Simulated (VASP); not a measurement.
Set up this calculation in VASP 6.6.1, as the native input.

* Task: single point
* Functional: PBEsol
* Potentials or basis: VASP PAW PBE potentials, release 64 (Cd, Se)
* Cutoff: 520 eV
* k mesh: 6 × 6 × 6
* Occupations: fermi-dirac, width 0.01 eV
* Spin: non-collinear spin, zero start, spin-orbit coupling
* Starting moments: [[0.0, 0.0, 0.0], [0.0, 0.0, 0.0]] μB
* Dipole correction: no
* Further INCAR settings: ALGO = Normal; EDIFF = 1e-07; NBANDS = 30

The structure of CdSe lies in POSCAR:

```
CdSe
1.0
    2.9752299717      2.9752299717      0.0000000000
   -2.9752299717      2.9752299717      0.0000000000
    0.0000000000      2.9752299717      2.9752299717
Cd Se
1 1
Direct
    0.0000000000      0.0000000000      0.0000000000
    0.7500000000      0.2500000000      0.5000000000
```

The input as run:

INCAR

```
SYSTEM = CdSe
PREC = Accurate
ENCUT = 520
EDIFF = 1E-7
ISMEAR = -1
SIGMA = 0.01
LREAL = .FALSE.
LASPH = .TRUE.
NELM = 150
ALGO = Normal
ISIF = 2
LWAVE = .FALSE.
LCHARG = .FALSE.
MAGMOM = 0 0 0 0 0 0
LORBIT = 11
LSORBIT = .TRUE.
GGA_COMPAT = .FALSE.
LORBMOM = .TRUE.
GGA = PS
NBANDS = 30
```

KPOINTS

```
regular mesh
0
G
  6 6 6
  0 0 0
```

Potentials or basis: VASP PAW PBE potentials, release 64 (Cd, Se).

Run with:

```sh
$ cat potpaw_PBE.64/Cd/POTCAR potpaw_PBE.64/Se/POTCAR > POTCAR
$ mpirun -np 1 vasp_ncl > vasp.out
```

Results of the run:

```yaml
Pressure: 4.4 GPa
Net_moment: 0.00 μB per cell
Valence_electrons_inside_the_program's_atomic_spheres: Cd 10.37; Se 3.88
```

Caveat: the PAW data sets were made with another functional, which shifts forces and pressure a little.

Wall time 70 s on 1 thread of Intel(R) Xeon(R) Platinum 8488C (Sapphire Rapids), on a shared host, peak memory 0.33 GiB.
